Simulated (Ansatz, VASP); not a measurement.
MgO in VASP and in Ansatz

```
CELL_PARAMETERS angstrom
3.28822 0.00000 0.00000
-1.64411 2.84768 0.00000
0.00000 0.00000 5.03437
ATOMIC_POSITIONS crystal
Mg 0.33333 0.66667 0.99016
Mg 0.66667 0.33333 0.49016
O 0.33333 0.66667 0.38484
O 0.66667 0.33333 0.88484
```

Alike in both runs: task single point; functional PBE; k mesh 12 × 12 × 6; occupations fermi-dirac, width 0.02 eV; no spin polarisation.

```csv
,VASP,Ansatz
version,VASP 6.6.1,Ansatz 0.2.0
potentials or method,"VASP PAW PBE potentials, release 64 (Mg, O)","plane waves, PAW"
plane-wave cutoff (eV),520,420
valence electrons in the cell,16,32
```

Ansatz gave:

| Quantity | Value |
| --- | --- |
| gap on the k mesh at the Fermi level (eV) | 3.56 |
| pressure (GPa) | 3.9 |
| traceless stress, the component that is largest in VASP (GPa) | -0.07 |
| rms of the force components (eV/Å) | 0.009 |

Q: What did VASP give for the same quantities?

A: gap on the k mesh at the Fermi level (eV): 3.54; pressure (GPa): 3.5; traceless stress, the component that is largest in VASP (GPa): -0.04; rms of the force components (eV/Å): 0.009.

Atom by atom the forces differ by 0.001 eV/Å (rms over components). With one functional, cell and mesh, what is left measures potentials, basis and numerics. VASP's potentials hold 16 valence electrons a cell and Ansatz's 32, so a difference there can come from the potentials and not from the codes.
